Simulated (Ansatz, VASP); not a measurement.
**AlB2H2: VASP beside Ansatz**

Contents of INCAR:

```
PREC = Accurate ; ENCUT = 520
EDIFF = 1E-6 ; ISMEAR = 0
SIGMA = 0.1 ; LREAL = False
LASPH = True ; NELM = 80
ALGO = Normal ; ISIF = 2
LWAVE = False ; LCHARG = False
GGA = PE ; NBANDS = 14
```

File KPOINTS:

```
Automatic mesh
0
Gamma
  8 8 8
```

POSCAR

```
AlB2H2
1.0
   -1.4552712700      2.0906069100      3.2408069800
    1.4552712700     -2.0906069100      3.2408069800
    1.4552712700      2.0906069100     -3.2408069800
Al B H
1 2 2
Direct
    0.0000000000      0.0000000000      0.0000000000
    0.2950000000      0.7950000000      0.5000000000
    0.7050000000      0.2050000000      0.5000000000
    0.3000000100      0.5000000000      0.8000000100
    0.6999999900      0.5000000000      0.1999999900
```

Input for Ansatz:

```yaml
crystal:
  lattice:
    - [-1.45527127, 2.09060691, 3.24080698]
    - [1.45527127, -2.09060691, 3.24080698]
    - [1.45527127, 2.09060691, -3.24080698]
  atoms:
    - { symbol: Al, position: [0.0, 0.0, 0.0] }
    - { symbol: B, position: [0.295, 0.795, 0.5] }
    - { symbol: B, position: [0.705, 0.205, 0.5] }
    - { symbol: H, position: [0.30000001, 0.5, 0.80000001] }
    - { symbol: H, position: [0.69999999, 0.5, 0.19999999] }
basis:
  ecutwfc: 420
kpoints:
  mp_grid: { grid: [8, 8, 8] }
hamiltonian:
  xc: pbe
scf:
  occupations: { method: gaussian, width: 0.1 }
  lower_state_search: "off"
output:
  forces: true
  stress: true
  eigenvalues: true
```

Change from the starting cell: species swapped into the CoB2W2 type (Immm, No. 71).

Alike in both runs: task single point; functional PBE; k mesh 8 × 8 × 8; occupations gaussian, width 0.1 eV; no spin polarisation.

```csv
,VASP,Ansatz
version,VASP 6.6.1,Ansatz 0.2.0
potentials or method,"VASP PAW PBE potentials, release 64 (Al, B, H), cutoff 520 eV","scalar-relativistic, plane waves, PAW"
valence electrons in the cell,11,11
```

Ansatz gave:

- gap on the k mesh at the Fermi level (eV): none
- pressure (GPa): -8.2
- traceless stress, the component that is largest in VASP (GPa): 4.07
- rms of the force components (eV/Å): 0.058

Problem. What did VASP give for the same quantities?

Solution. gap on the k mesh at the Fermi level (eV): none; pressure (GPa): -8.4; traceless stress, the component that is largest in VASP (GPa): 4.07; rms of the force components (eV/Å): 0.058.

Atom by atom the forces differ by 0.000 eV/Å (rms over components). A gap of «none» marks a metal or a gap that the smearing closes. With one functional, cell and mesh, what is left measures potentials, basis and numerics.
